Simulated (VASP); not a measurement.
A run of VASP 6.6.1 is set up as follows.

File INCAR:

```
SYSTEM = Hf5C3
  PREC = Accurate
  ENCUT = 600
  EDIFF = 1E-6
  ISMEAR = 0
  SIGMA = 0.2
  LREAL = .FALSE.
  LASPH = .TRUE.
  NELM = 100
  ALGO = Normal
  ISIF = 3
  LWAVE = .FALSE.
  LCHARG = .FALSE.
  GGA = PE
  IBRION = 2
  NSW = 36
  EDIFFG = -0.08
```

The input KPOINTS:

```
Automatic mesh
0
G
  3 3 3
  0 0 0
```

Contents of POSCAR:

```
Hf5C3
1.0
    5.3668877800      0.0000000000      0.0000000000
    0.0000000000      5.3668877800      0.0000000000
    0.0000000000      0.0000000000      5.3668877800
Hf C
5 3
Direct
    0.0000000000      0.0000000000      0.0000000000
    0.0000000000      0.5000000000      0.5000000000
    0.5000000000      0.0000000000      0.5000000000
    0.5000000000      0.5000000000      0.0000000000
    0.5000000000      0.5000000000      0.5000000000
    0.5000000000      0.0000000000      0.0000000000
    0.0000000000      0.5000000000      0.0000000000
    0.0000000000      0.0000000000      0.5000000000
```

Potentials or basis: VASP PAW PBE potentials, release 64 (Hf_pv, C).

The run is started by

```console
$ cat potpaw_PBE.64/Hf_pv/POTCAR potpaw_PBE.64/C/POTCAR > POTCAR
$ mpirun -np 1 vasp_std > vasp.out
```

Q: Predict the band gap on the k mesh.

A: Zero (bands 31 and 32 overlap by 0.15 eV).

Q: What does it give for the space group after relaxing (to 0.1 Å)?

A: Pm-3m (No. 221).

Q: Estimate the relaxed cell.

A: a = 5.006 Å, b = 5.006 Å, c = 5.006 Å, α = 90.00°, β = 90.00°, γ = 90.00°.

The path:
| step | energy change (eV) | largest force (eV/Å) | pressure (GPa) | volume (Å³) |
| --- | --- | --- | --- | --- |
| 1 | 0.0000 | 0.0000 | -19.05 | 154.59 |
| 2 | -1.0004 | 0.0000 | 22.21 | 108.68 |
| 3 | -2.0488 | 0.0000 | -0.26 | 125.42 |

Caveat: the k points lie up to 0.42 Å⁻¹ apart in the final cell; the volume moved by over 15 % at a fixed basis, so the end points are rough; spin-orbit coupling is left out, which moves the levels of the heavy elements.
